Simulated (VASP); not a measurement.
Crystal: Ta3Br2.

```
Ta Br
1.0
     5.11372    0.00000    0.00000
    -2.55686    4.42861    0.00000
     0.00000    0.00000    5.41883
Ta Br
3 2
Direct
  0.50000 0.00000 0.39233
  0.00000 0.50000 0.39233
  0.50000 0.50000 0.39233
  0.66667 0.33333 0.00000
  0.33333 0.66667 0.00000
```

The cell was generated, and may not be a known phase.

| Property | Result |
| --- | --- |
| Program | VASP 6.6.1 |
| Task | relaxation of cell and atoms |
| Functional | PBE |
| Potentials or basis | VASP PAW PBE potentials, release 64 (Ta_pv, Br) |
| Cutoff | 600 eV |
| k mesh | 6 × 6 × 4 |
| Occupations | gaussian, width 0.1 eV |
| Spin | no spin polarisation |

At the start: pressure 19.9 GPa; volume 24.54 Å³/atom.

Q: Where does the relaxation end?

A: Over 36 steps the energy falls by 377.4 meV/atom and the volume is 25.81 Å³/atom (+5.2 %); space group P6mm (No. 183, to 0.1 Å) before, P6/mmm (No. 191, to 0.1 Å).

The path:
```csv
step,energy change (eV),largest force (eV/Å),pressure (GPa),volume (Å³)
1,0.0000,1.6773,19.85,122.72
2,0.2069,1.2517,-10.56,184.46
3,-1.5107,0.3700,-1.15,148.13
4,-1.5137,0.3231,-0.66,147.15
5,-1.5139,0.2977,-0.40,146.64
6,-1.5766,0.0965,-0.22,145.70
7,-1.5780,0.1697,-0.16,145.53
8,-1.5835,0.1818,-0.18,144.92
9,-1.6022,0.2240,-0.21,143.08
10,-1.6490,0.3242,-0.18,139.41
11,-1.7657,0.5331,0.49,132.09
12,-1.4341,0.1257,7.11,117.53
13,-1.7561,0.6531,1.33,129.82
14,-1.7609,0.6064,2.20,125.92
15,-1.7619,0.5995,2.20,125.85
16,-1.7645,0.5778,2.21,125.62
17,-1.7684,0.5332,2.25,125.16
18,-1.7696,0.4333,2.43,124.25
19,-1.7703,0.4715,2.35,124.57
20,-1.7751,0.4592,2.24,124.74
21,-1.7888,0.4233,1.92,125.22
22,-1.8119,0.3575,1.31,126.20
23,-1.8434,0.2476,0.19,128.15
24,-1.8560,0.0988,-1.77,132.11
25,-1.8589,0.1343,-1.22,130.93
26,-1.8697,0.1217,-0.92,130.55
27,-1.8819,0.0938,-0.20,129.65
28,-1.8819,0.0913,-0.13,129.57
29,-1.8827,0.0887,-0.07,129.42
30,-1.8842,0.0798,0.12,128.97
31,-1.8844,0.0562,0.53,128.09
32,-1.8848,0.0681,0.34,128.49
33,-1.8855,0.0591,0.25,128.61
34,-1.8865,0.0333,-0.01,128.97
35,-1.8866,0.0279,-0.07,129.05
36,-1.8871,0.0194,-0.05,129.05
```

Final structure:
```yaml
crystal:
  lattice:
    - [5.54277, 0.00000, 0.00000]
    - [-2.77139, 4.80018, 0.00000]
    - [0.00000, 0.00000, 4.85031]
  atoms:
    - { symbol: Ta, position: [0.50000, 0.00000, 0.43459] }
    - { symbol: Ta, position: [0.00000, 0.50000, 0.43459] }
    - { symbol: Ta, position: [0.50000, 0.50000, 0.43459] }
    - { symbol: Br, position: [0.66667, 0.33333, 0.93661] }
    - { symbol: Br, position: [0.33333, 0.66667, 0.93661] }
```

Caveat: an odd number of electrons without spin polarisation forces a metal; a magnetic or distorted state may lie lower.
